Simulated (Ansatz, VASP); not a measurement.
SnTe2 in VASP and in Ansatz

INCAR

```
SYSTEM = SnTe2
PREC = Accurate
ENCUT = 500
EDIFF = 1E-6
ISMEAR = 0
SIGMA = 0.05
LREAL = .FALSE.
LASPH = .TRUE.
NELM = 120
ALGO = Normal
ISIF = 2
LWAVE = .FALSE.
LCHARG = .FALSE.
GGA = PE
NBANDS = 20
GGA_COMPAT = .FALSE.
```

KPOINTS

```
Automatic mesh
0
G
  4 4 4
  0 0 0
```

POSCAR

```
SnTe2
1.0
    0.0000000000      3.7325555306      3.7325555306
    3.7325555306      0.0000000000      3.7325555306
    3.7325555306      3.7325555306      0.0000000000
Sn Te
1 2
Direct
    0.0000000000      0.0000000000      0.0000000000
    0.2500000000      0.2500000000      0.2500000000
    0.7500000000      0.7500000000      0.7500000000
```

Input for Ansatz:

```yaml
crystal:
  lattice:
    - [0.0, 3.7325555306, 3.7325555306]
    - [3.7325555306, 0.0, 3.7325555306]
    - [3.7325555306, 3.7325555306, 0.0]
  atoms:
    - { symbol: Sn, position: [0.0, 0.0, 0.0] }
    - { symbol: Te, position: [0.25, 0.25, 0.25] }
    - { symbol: Te, position: [0.75, 0.75, 0.75] }
basis:
  ecutwfc: 420
kpoints:
  mp_grid: { grid: [4, 4, 4] }
hamiltonian:
  xc: pbe
scf:
  occupations: { method: gaussian, width: 0.05 }
output:
  forces: true
  stress: true
  eigenvalues: true
```

Alike in both runs: task single point; functional PBE; k mesh 4 × 4 × 4; occupations gaussian, width 0.05 eV; no spin polarisation.

|  | VASP | Ansatz |
| --- | --- | --- |
| version | VASP 6.6.1 | Ansatz 0.2.0 |
| potentials or method | VASP PAW PBE potentials, release 64 (Sn_d, Te), cutoff 500 eV | scalar-relativistic, plane waves, PAW |
| valence electrons in the cell | 26 | 46 |

|  | VASP | Ansatz | Ansatz less VASP |
| --- | --- | --- | --- |
| gap on the k mesh at the Fermi level (eV) | none | none | - |
| pressure (GPa) | 0.0 | 0.0 | +0.03 |

A gap of «none» marks a metal or a gap that the smearing closes. With one functional, cell and mesh, what is left measures potentials, basis and numerics. VASP's potentials hold 26 valence electrons a cell and Ansatz's 46, so a difference there can come from the potentials and not from the codes.

The k mesh is coarse, so the values compare programs but aren't converged. Spin-orbit coupling is off throughout.
